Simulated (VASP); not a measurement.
Set up this calculation in VASP 6.6.1, as the native input.

- Task: single point
- Functional: LDA
- Potentials or basis: VASP PAW LDA potentials, release 64 (Ni_sv_GW)
- Cutoff: 690 eV
- k mesh: 3 × 3 × 2
- Occupations: fermi-dirac, width 0.1 eV
- Spin: collinear spin, ferromagnetic start
- Starting moments: [1.5, 1.5] μB
- Dipole correction: no
- Further INCAR settings: ALGO = Normal; EDIFF = 1e-06; NBANDS = 29

The structure of Ni lies in POSCAR:

```
Ni
1.0
    2.4480230000      0.0000000000      0.0000000000
   -1.2240110000      2.1200500000      0.0000000000
    0.0000000000      0.0000000000      4.0728080000
Ni
2
Direct
    0.3333333333      0.6666666667      0.2500000000
    0.6666666667      0.3333333333      0.7500000000
```

This isn't the form of Ni at room conditions, which is fcc.

One way to write it, as run:

INCAR

```
SYSTEM = Ni
ALGO = Normal
EDIFF = 1E-6
ENCUT = 690
GGA_COMPAT = .FALSE.
ISIF = 2
ISMEAR = -1
ISPIN = 2
LASPH = .TRUE.
LCHARG = .FALSE.
LMAXMIX = 4
LORBIT = 11
LREAL = .FALSE.
LWAVE = .FALSE.
MAGMOM = 1.5 1.5
NBANDS = 29
NELM = 200
PREC = Accurate
SIGMA = 0.1
```

KPOINTS

```
k-points
0
G
  3 3 2
  0 0 0
```

Potentials or basis: VASP PAW LDA potentials, release 64 (Ni_sv_GW).

The run is started by

```sh
$ cat potpaw_LDA.64/Ni_sv_GW/POTCAR > POTCAR
$ mpirun -np 1 vasp_std > vasp.out
```

Results of the run:

| Property | Result |
| --- | --- |
| Pressure | -4.7 GPa |
| Net moment | 2.28 μB per cell |
| Site moments | Ni +1.13 μB |
| Valence electrons inside the program's atomic spheres | Ni 16.36 |

Caveat: the k points lie up to 0.99 Å⁻¹ apart, too coarse for converged energies, forces and pressures.

It took 18 s on 1 thread of Intel(R) Xeon(R) 6975P-C (Granite Rapids) (shared host), peak memory 0.16 GiB.
